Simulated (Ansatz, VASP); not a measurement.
One calculation of Al5N, two programs

The input INCAR:

```
SYSTEM = Al5N
  PREC = Accurate
  ENCUT = 520
  EDIFF = 1E-6
  ISMEAR = 0
  SIGMA = 0.1
  LREAL = .FALSE.
  LASPH = .TRUE.
  NELM = 150
  ALGO = Normal
  ISIF = 2
  LWAVE = .FALSE.
  LCHARG = .FALSE.
  ISPIN = 2
  MAGMOM = 0 0 0 0 0 1
  LORBIT = 11
  GGA = PE
  NBANDS = 23
```

KPOINTS

```
Automatic mesh
0
G
  4 4 4
  0 0 0
```

File POSCAR:

```
Al5N
1.0
    0.0000000000      3.5505791900      3.5505791900
    3.5505791900      0.0000000000      3.5505791900
    3.5505791900      3.5505791900      0.0000000000
Al N
5 1
Direct
    0.2500000000      0.2500000000      0.2500000000
    0.6242626200      0.1272121400      0.6242626200
    0.6242626200      0.6242626200      0.1272121400
    0.6242626200      0.6242626200      0.6242626200
    0.1272121400      0.6242626200      0.6242626200
    0.0000000000      0.0000000000      0.0000000000
```

Input for Ansatz:

```yaml
crystal:
  lattice:
    - [0.0, 3.55057919, 3.55057919]
    - [3.55057919, 0.0, 3.55057919]
    - [3.55057919, 3.55057919, 0.0]
  atoms:
    - { symbol: Al, position: [0.25, 0.25, 0.25] }
    - { symbol: Al, position: [0.62426262, 0.12721214, 0.62426262] }
    - { symbol: Al, position: [0.62426262, 0.62426262, 0.12721214] }
    - { symbol: Al, position: [0.62426262, 0.62426262, 0.62426262] }
    - { symbol: Al, position: [0.12721214, 0.62426262, 0.62426262] }
    - { symbol: "N", position: [0.0, 0.0, 0.0], spin: 1.0 }
basis:
  ecutwfc: 420
kpoints:
  mp_grid: { grid: [4, 4, 4] }
hamiltonian:
  xc: pbe
scf:
  occupations: { method: gaussian, width: 0.1 }
  lower_state_search: "off"
output:
  forces: true
  stress: true
  eigenvalues: true
  populations: true
magnetization:
  spin_polarized: true
```

Change from the starting cell: species swapped into the Be5Pt type (F-43m, No. 216).

Alike in both runs: task single point; functional PBE; k mesh 4 × 4 × 4; occupations gaussian, width 0.1 eV; collinear spin.

|  | VASP | Ansatz |
| --- | --- | --- |
| version | VASP 6.6.1 | Ansatz 0.2.0 |
| potentials or method | VASP PAW PBE potentials, release 64 (Al, N), cutoff 520 eV | scalar-relativistic, plane waves, PAW |
| valence electrons in the cell | 20 | 20 |

```tsv
	VASP	Ansatz	Ansatz less VASP
gap on the k mesh at the Fermi level (eV)	none	none	-
pressure (GPa)	7.1	7.2	+0.03
rms of the force components (eV/Å)	0.067	0.066	-0.0007
net moment per atom (μB)	0.00	0.00	0.000
```

Atom by atom the forces differ by 0.001 eV/Å (rms over components). A gap of «none» marks a metal or a gap that the smearing closes. The functional is the same, so the differences come from potentials, cutoffs and numerics. Ansatz's warnings: seeded moment not kept.

The k mesh is coarse, so the values compare programs but aren't converged.
